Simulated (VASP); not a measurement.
Set up this calculation in VASP 6.6.1, as the native input.

```
Task                   : single point
Functional             : PBE
Potentials or basis    : VASP PAW PBE potentials, release 64 (Sr_sv)
Cutoff                 : 520 eV
k mesh                 : 2 × 2 × 2
Occupations            : gaussian, width 0.1 eV
Spin                   : no spin polarisation
Dipole correction      : no
Further INCAR settings : ALGO = Normal; EDIFF = 1e-06; NBANDS = 39
```

The structure of Sr lies in POSCAR:

```
Sr
1.0
   10.2044012292      0.0000000000      0.0000000000
    0.0000000000     10.2044012292      0.0000000000
    0.0000000000      0.0000000000     10.2044012292
Sr
6
Direct
    0.0000000000      0.0000000000      0.2888859447
    0.0000000000      0.0000000000      0.7111140553
    0.0000000000      0.2888859447      0.0000000000
    0.0000000000      0.7111140553      0.0000000000
    0.2888859447      0.0000000000      0.0000000000
    0.7111140553      0.0000000000      0.0000000000
```

One way to write it, as run:

INCAR

```
  ALGO = Normal
  EDIFF = 1E-6
  ENCUT = 520
  GGA = PE
  ISIF = 2
  ISMEAR = 0
  LASPH = T
  LCHARG = F
  LREAL = F
  LWAVE = F
  NBANDS = 39
  NELM = 100
  PREC = Accurate
  SIGMA = 0.1
```

KPOINTS

```
k-points
0
Gamma
  2 2 2
```

Potentials or basis: VASP PAW PBE potentials, release 64 (Sr_sv).

Run with:

```sh
$ cat potpaw_PBE.64/Sr_sv/POTCAR > POTCAR
$ mpirun -np 1 vasp_std > vasp.out
```

It gave:

The pressure is 0.0 GPa and the largest force is 0.017 eV/Å. The band gap on the k mesh is zero (band 30 reaches -0.89 eV, above the bottom of band 31 at -1.26 eV).

It took 3.8 min on 1 thread of Intel(R) Xeon(R) Platinum 8488C (Sapphire Rapids), on a shared host, peak memory 0.97 GiB.
